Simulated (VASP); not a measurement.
# Al32Si (a cell with a defect) in VASP: single point with PBE+D3(BJ)

Aim: the single point of Al32Si (a cell with a defect) with PBE+D3(BJ).

Everything below comes from runs of VASP 6.6.1. Logs are shortened: lines on timing, memory, paths and dates and some standing lists are left out, and cuts for length are marked.

### 1 The cell of the first run

The cell holds a defect, 33 atoms: a = 8.100 Å, b = 8.100 Å, c = 8.100 Å, α = 90.00°, β = 90.00°, γ = 90.00°.

### 2 Single point, PBE+D3(BJ)

INCAR

```
  ALGO = Normal
  EDIFF = 1E-6
  ENCUT = 400
  GGA = PE
  GGA_COMPAT = False
  ISIF = 2
  ISMEAR = 0
  IVDW = 12
  LASPH = True
  LCHARG = False
  LREAL = Auto
  LWAVE = False
  NBANDS = 72
  NELM = 120
  PREC = Accurate
  SIGMA = 0.05
```

KPOINTS

```
k-points
0
Gamma
  2 2 2
```

POSCAR

```
Al32Si
1.0
    8.1000000000      0.0000000000      0.0000000000
    0.0000000000      8.1000000000      0.0000000000
    0.0000000000      0.0000000000      8.1000000000
Al Si
32 1
Direct
    0.4910912346      0.0029232099      0.0032613580
    0.7502603704      0.2695541975      0.0252149383
    0.7502618519     -0.0249516049      0.2262985185
    0.0092861728      0.0029171605      0.0033062963
    0.2502018519      0.2556297531     -0.0069596296
    0.4993622222      0.5026529630     -0.0006711111
    0.7501477778      0.7379241975     -0.0478614815
    0.2501327160      0.0108012346      0.2425391358
    0.4887940741      0.2451977778      0.2479358025
    0.7499530864      0.6140465432      0.2305286420
    0.4647471605     -0.0091172840      0.5001297531
    0.7497970370      0.1231012346      0.5238513580
    0.7502777778      0.0122235802      0.8052553086
    0.0009558025      0.5027440741     -0.0005654321
    0.2501266667      0.7494646914     -0.0073239506
    0.0119730864      0.2453029630      0.2476830864
    0.2502254321      0.4962579012      0.2454118519
    0.4698103704      0.7599138272      0.2482544444
    0.0351971605     -0.0088761728      0.5001232099
    0.2502138272      0.2585960494      0.5042046914
    0.4933383951      0.5071528395      0.4998358025
    0.7499892593      0.7743518519      0.5220574074
    0.2501234568      0.0013924691      0.7581413580
    0.5004591358      0.2478422222      0.7491985185
    0.7501512346      0.4823633333      0.7274785185
    0.0304134568      0.7597828395      0.2482581481
    0.0073300000      0.5072367901      0.4999879012
    0.2501001235      0.7385971605      0.5054044444
   -0.0003013580      0.2478212346      0.7491074074
    0.2502072840      0.4970682716      0.7544123457
    0.4920155556      0.7487050617      0.7474850617
    0.0082248148      0.7487407407      0.7474619753
    0.7506361728      0.3669351852      0.3759943210
```

Potentials or basis: VASP PAW PBE potentials, release 64 (Al, Si).

Started as:

```sh
> cat potpaw_PBE.64/Al/POTCAR potpaw_PBE.64/Si/POTCAR > POTCAR
> mpirun -np 1 vasp_std > vasp.out
```

OUTCAR:

```text
EDIFF = 1E-6
   ENCUT = 400
   GGA = PE
   ISIF = 2
   ISMEAR = 0
   IVDW = 12
   LASPH = True
   LREAL = Auto
   NELM = 120
   PREC = Accurate
 IVDW          = 12

 ion  position               nearest neighbor table
   1  0.491  0.003  0.003-  13 2.64   8 2.75   3 2.78  23 2.78   9 2.79  18 2.80   5 2.83  15 2.83
                            24 2.86  31 2.92   2 3.02   7 3.03
   2  0.750  0.270  0.025-  13 2.74  14 2.78   6 2.78   9 2.79  16 2.79   3 2.89  33 2.95  25 2.96
                             4 3.02   1 3.02  29 3.02  24 3.02  10 3.25
   3  0.750  0.975  0.226-  12 2.69   4 2.78   1 2.78  26 2.87  18 2.87   2 2.89  22 2.90  10 2.92
                             7 2.94   9 3.05  16 3.05  19 3.20  11 3.21
   4  0.009  0.003  0.003-  13 2.64   8 2.75   3 2.78  23 2.78  16 2.79  26 2.80   5 2.83  15 2.83
                            29 2.86  32 2.92   2 3.02   7 3.03
   5  0.250  0.256  0.993-  30 2.75  23 2.80  17 2.82  16 2.83   1 2.83   9 2.83   4 2.83  24 2.83
                             8 2.83  29 2.83   6 2.84  14 2.84
   6  0.499  0.503  0.999-   2 2.78   7 2.81  30 2.83  17 2.84  15 2.84   5 2.84  31 2.85  24 2.89
                             9 2.90  10 2.91  18 2.91  25 3.00
   7  0.750  0.738  0.952-  10 2.47  13 2.52  32 2.67  31 2.67  25 2.76  14 2.81   6 2.81   3 2.94
                             1 3.03   4 3.03  26 3.31  18 3.31
   8  0.250  0.011  0.243-  18 2.70  26 2.70  16 2.71   9 2.71  11 2.72  19 2.72   4 2.75   1 2.75
                             5 2.83  20 2.92  15 2.93  28 3.07
   9  0.489  0.245  0.248-  33 2.56   8 2.71   2 2.79   1 2.79  17 2.81   5 2.83  20 2.84   6 2.90
[... 34 lines left out ...]
                            27 2.89  14 2.91  22 3.18   7 3.31
  27  0.007  0.507  0.500-  33 2.57  28 2.72  25 2.79  32 2.80  20 2.82  30 2.85  17 2.85  26 2.89
                            29 2.91  16 2.95  22 3.01  10 3.14
  28  0.250  0.739  0.505-  11 2.68  19 2.69  27 2.72  21 2.72  26 2.74  18 2.75  32 2.77  31 2.77
                            30 2.81  17 2.88  23 2.95   8 3.07
  29  1.000  0.248  0.749-  25 2.78  13 2.82   5 2.83  20 2.84  23 2.85   4 2.86  30 2.86  14 2.89
                            12 2.91  19 2.91  27 2.91   2 3.02
  30  0.250  0.497  0.754-   5 2.75  20 2.80  28 2.81  15 2.81  31 2.83  32 2.83   6 2.83  14 2.83
                            27 2.85  21 2.85  24 2.86  29 2.86
  31  0.492  0.749  0.747-   7 2.67  28 2.77  22 2.78  15 2.79  21 2.80  11 2.81  30 2.83  23 2.83
                             6 2.85   1 2.92  25 3.01  13 3.03
  32  0.008  0.749  0.747-   7 2.67  28 2.77  22 2.78  15 2.79  27 2.80  19 2.81  30 2.83  23 2.83
                            14 2.85   4 2.92  25 3.01  13 3.02
  33  0.751  0.367  0.376-  12 2.31  10 2.32  16 2.56   9 2.56  27 2.57  21 2.58   2 2.95  25 3.00

  LATTYP: Found a simple cubic cell.
 ALAT       =     8.1000000000

  Lattice vectors:

 A1 = (   8.1000000000,   0.0000000000,   0.0000000000)
 A2 = (   0.0000000000,   8.1000000000,   0.0000000000)
 A3 = (   0.0000000000,   0.0000000000,   8.1000000000)

Analysis of symmetry for initial positions (statically):
=====================================================================
 Subroutine PRICEL returns:
 Original cell was already a primitive cell.

 Routine SETGRP: Setting up the symmetry group for a
 simple cubic supercell.

 Subroutine GETGRP returns: Found  1 space group operations
 (whereof  1 operations were pure point group operations)
 out of a pool of 48 trial point group operations.

The static configuration has the point symmetry C_1 .

Analysis of symmetry for dynamics (positions and initial velocities):
=====================================================================
 Subroutine PRICEL returns:
 Original cell was already a primitive cell.

 Routine SETGRP: Setting up the symmetry group for a
 simple cubic supercell.

 Subroutine GETGRP returns: Found  1 space group operations
 (whereof  1 operations were pure point group operations)
 out of a pool of 48 trial point group operations.

The dynamic configuration has the point symmetry C_1 .

 Subroutine INISYM returns: Found  1 space group operations
 (whereof  1 operations are pure point group operations),
 and found     1 'primitive' translations

----------------------------------------------------------------------------------------

                                     Primitive cell

  volume of cell :     531.4410

  direct lattice vectors                    reciprocal lattice vectors
     8.100000000  0.000000000  0.000000000     0.123456790  0.000000000  0.000000000
     0.000000000  8.100000000  0.000000000     0.000000000  0.123456790  0.000000000
     0.000000000  0.000000000  8.100000000     0.000000000  0.000000000  0.123456790

  length of vectors
     8.100000000  8.100000000  8.100000000     0.123456790  0.123456790  0.123456790

  position of ions in fractional coordinates (direct lattice)
     0.491091235  0.002923210  0.003261358
     0.750260370  0.269554197  0.025214938
     0.750261852  0.975048395  0.226298519
     0.009286173  0.002917160  0.003306296
     0.250201852  0.255629753  0.993040370
     0.499362222  0.502652963  0.999328889
[... 25 lines left out ...]
     0.008224815  0.748740741  0.747461975
     0.750636173  0.366935185  0.375994321

  ion indices of the primitive-cell ions
   primitive index   ion index
                 1           1
                 2           2
                 3           3
                 4           4
                 5           5
                 6           6
[... 25 lines left out ...]
                32          32
                33          33

----------------------------------------------------------------------------------------

 KPOINTS: k-points

Automatic generation of k-mesh.
 Grid dimensions read from file:
 generate k-points for:    2    2    2

 Generating k-lattice:

  Cartesian coordinates                     Fractional coordinates (reciprocal lattice)
     0.061728395  0.000000000  0.000000000     0.500000000  0.000000000  0.000000000
     0.000000000  0.061728395  0.000000000     0.000000000  0.500000000  0.000000000
     0.000000000  0.000000000  0.061728395     0.000000000  0.000000000  0.500000000

  Length of vectors
     0.061728395  0.061728395  0.061728395

  Shift w.r.t. Gamma in fractional coordinates (k-lattice)
     0.000000000  0.000000000  0.000000000

 Subroutine IBZKPT returns following result:
 ===========================================

 Found      8 irreducible k-points:

 Following reciprocal coordinates:
            Coordinates               Weight
  0.000000  0.000000  0.000000      1.000000
  0.500000  0.000000  0.000000      1.000000
  0.000000  0.500000  0.000000      1.000000
  0.000000  0.000000  0.500000      1.000000
  0.500000  0.500000  0.000000      1.000000
  0.000000  0.500000  0.500000      1.000000
  0.500000  0.000000  0.500000      1.000000
  0.500000  0.500000  0.500000      1.000000
   k-points           NKPTS =      8   k-points in BZ     NKDIM =      8   number of bands    NBANDS=     72
   number of dos      NEDOS =    301   number of ions     NIONS =     33
   total plane-waves  NPLWV = 157464
   dimension x,y,z NGX =    54 NGY =   54 NGZ =   54
   dimension x,y,z NGXF=   108 NGYF=  108 NGZF=  108
   ions per type =              32   1
   NGX,Y,Z   is equivalent  to a cutoff of  11.08, 11.08, 11.08 a.u.
   NGXF,Y,Z  is equivalent  to a cutoff of  22.17, 22.17, 22.17 a.u.
 SYSTEM =  unknown system
   PREC   = accura    normal or accurate (medium, high low for compatibility)
   ISTART =      0    job   : 0-new  1-cont  2-samecut
   ICHARG =      2    charge: 1-file 2-atom 10-const
   ISPIN  =      1    spin polarized calculation?
   LNONCOLLINEAR =      F non collinear calculations
   LSORBIT =      F    spin-orbit coupling
   LASPH  =      T    aspherical Exc in radial PAW
   ENCUT  =  400.0 eV  29.40 Ry    5.42 a.u.  13.21 13.21 13.21*2*pi/ulx,y,z
   NELM   =    120;   NELMIN=  2; NELMDL= -5     # of ELM steps
   EDIFF  = 0.1E-05   stopping-criterion for ELM
   LREAL  =      T    real-space projection
   EDIFFG = 0.1E-04   stopping-criterion for IOM
   NSW    =      0    number of steps for IOM
   IBRION =     -1    ionic relax: 0-MD 1-quasi-New 2-CG
   NFREE  =      0    steps in history (QN), initial steepest desc. (CG)
   ISIF   =      2    stress and relaxation
   ISYM   =      2    0-nonsym 1-usesym 2-fastsym
   POTIM  = 0.5000    time-step for ionic-motion
   TEBEG  =    0.0;   TEEND  =   0.0 temperature during run
   PSTRESS=    0.0 pullay stress
   NELECT =     100.0000    total number of electrons
   NUPDOWN=      -1.0000    fix difference up-down
   EMIN   =  10.00;   EMAX   =-10.00  energy-range for DOS
   EFERMI =   0.00;   METHOD = LEGACY
   ISMEAR =     0;   SIGMA  =   0.05  broadening in eV -4-tet -1-fermi 0-gaus
   EFERMI_NEDOS =   21; number of points for ismear=-14 and -15
   IALGO  =     38    algorithm
   IMIX   =      4    mixing-type and parameters
     AMIX     =   0.40;   BMIX     =  1.00
     AMIX_MAG =   1.60;   BMIX_MAG =  1.00
  volume/ion in A,a.u.               =      16.10       108.68
  Fermi-wavevector in a.u.,A,eV,Ry     =   0.938116  1.772782 11.973962  0.880061
  Thomas-Fermi vector in A             =   2.065295
   LORBIT       =      0    0 simple, 1 ext, 2 COOP (PROOUT), +10 PAW based schemes
   GGA     = PE    functional components
   LHFCALC =     F    Hartree Fock is set to
   AEXX    =    0.0000 exact exchange contribution
   IVDW    =    12    specifies the selected vdW correction
   LEPSILON=     F    determine dielectric tensor
   LRPA    =     F    only Hartree local field effects (RPA)
 non-spin polarized calculation
 Gauss-broadening in eV      SIGMA  =   0.05
  energy-cutoff  :      400.00
  volume of cell :      531.44
 maximum number of plane-waves:      9771
 NGX is ok and might be reduce to    54
   NGX = 27   NGY = 27   NGZ = 27

 number of electron     100.0000001 magnetization

 Free energy of the ion-electron system (eV)
  ---------------------------------------------------
  ext. energy  EPLUGINS =         0.00000000
  ---------------------------------------------------
  free energy    TOTEN  =      -123.18451472 eV

  energy without entropy =     -123.17005622  energy(sigma->0) =     -123.17728547

 E-fermi :   7.9814     XC(G=0): -10.2828

 val. band max:        7.9785555280   @ k =   0.0000   0.0000   0.5000
 cond. band min:       8.0185674974   @ k =   0.5000   0.0000   0.0000
 fundamental gap:      0.0400119694
 Fermi energy:         7.9813884771

 k-point     1 :       0.0000    0.0000    0.0000
  band No.  band energies     occupation
      1      -3.2269      2.00000
      2      -1.7097      2.00000
      3      -0.9126      2.00000
      4      -0.8834      2.00000
      5      -0.8208      2.00000
      6      -0.7678      2.00000
[... 509 lines left out ...]
     61      11.0681      0.00000
     62      11.1718      0.00000
 [bands above 62 left out]

------------------------ aborting loop because EDIFF is reached ----------------------------------------

 Edisp (eV)  -11.43085

 E8    (eV) :    -5.1026

  FORCE on cell =-STRESS in cart. coord.  units (eV):
  Direction    XX          YY          ZZ          XY          YZ          ZX
  --------------------------------------------------------------------------------------
  -------------------------------------------------------------------------------------
  Total       5.46097     1.33353     1.97491     0.01565    -5.05871    -0.00525
  in kB      16.46363     4.02031     5.95392     0.04719   -15.25088    -0.01583
  external pressure =        8.81 kB  Pullay stress =        0.00 kB

 VOLUME and BASIS-vectors are now :
 -----------------------------------------------------------------------------
  energy-cutoff  :      400.00
  volume of cell :      531.44
      direct lattice vectors                 reciprocal lattice vectors
     8.100000000  0.000000000  0.000000000     0.123456790  0.000000000  0.000000000
     0.000000000  8.100000000  0.000000000     0.000000000  0.123456790  0.000000000
     0.000000000  0.000000000  8.100000000     0.000000000  0.000000000  0.123456790

 POSITION                                       TOTAL-FORCE (eV/Angst)
 -----------------------------------------------------------------------------------
      3.97784      0.02368      0.02642        -0.003548     -0.001306     -0.002841
      6.07711      2.18339      0.20424        -0.002740      0.000228      0.005892
      6.07712      7.89789      1.83302        -0.002399     -0.002036      0.000548
      0.07522      0.02363      0.02678         0.004619     -0.002108     -0.004922
      2.02664      2.07060      8.04363         0.000709     -0.001637      0.004034
      4.04483      4.07149      8.09456         0.000407      0.001480      0.008878
[... 25 lines left out ...]
      0.06662      6.06480      6.05444         0.000338      0.002437      0.001449
      6.08015      2.97218      3.04555        -0.004995      0.002549     -0.002459
 -----------------------------------------------------------------------------------
    total drift:                               -0.000239     -0.000425     -0.009139

  FREE ENERGIE OF THE ION-ELECTRON SYSTEM (eV)
  ---------------------------------------------------
  free  energy   TOTEN  =      -134.6153657118 eV

  energy  without entropy=     -134.6009072098  energy(sigma->0) =     -134.60813646
```

Run time: 7.9 min. Hardware: 1 thread of Intel Xeon 8259CL, shared host; peak memory 0.44 GiB.

Results:

```
Free energy                : -134.6154 eV
Pressure                   : 0.9 GPa
Largest force              : 0.011 eV/Å
Band gap on the k mesh     : zero (bands 50 and 51 overlap by 1.11 eV)
Dispersion energy per atom : -0.346 eV
```

Forces on the atoms (eV/Å):
```
Al  -0.004 -0.001 -0.003
Al  -0.003  0.000  0.006
Al  -0.002 -0.002  0.001
Al   0.005 -0.002 -0.005
Al   0.001 -0.002  0.004
Al   0.000  0.001  0.009
Al  -0.001 -0.002 -0.003
Al   0.001  0.003  0.000
Al  -0.001  0.006  0.000
Al   0.003 -0.006 -0.001
Al   0.002  0.006  0.002
Al   0.000  0.001  0.002
Al  -0.002 -0.003  0.010
Al   0.001  0.001  0.005
Al   0.001  0.000  0.003
Al   0.000  0.006  0.003
Al   0.002  0.001 -0.001
Al  -0.003 -0.002 -0.003
Al   0.001  0.001  0.001
Al  -0.002 -0.001  0.000
Al   0.000 -0.005 -0.005
Al   0.004  0.006  0.000
Al  -0.002  0.000 -0.001
Al   0.001 -0.007 -0.005
Al   0.001  0.002 -0.007
Al   0.000 -0.002 -0.001
Al  -0.003 -0.006 -0.003
Al   0.000  0.000 -0.001
Al   0.007 -0.004 -0.004
Al  -0.002  0.002 -0.003
Al  -0.001  0.002  0.003
Al   0.000  0.002  0.001
Si  -0.005  0.003 -0.002
```

Caveat: the k points lie up to 0.39 Å⁻¹ apart, too coarse for converged energies and pressures of a metal.
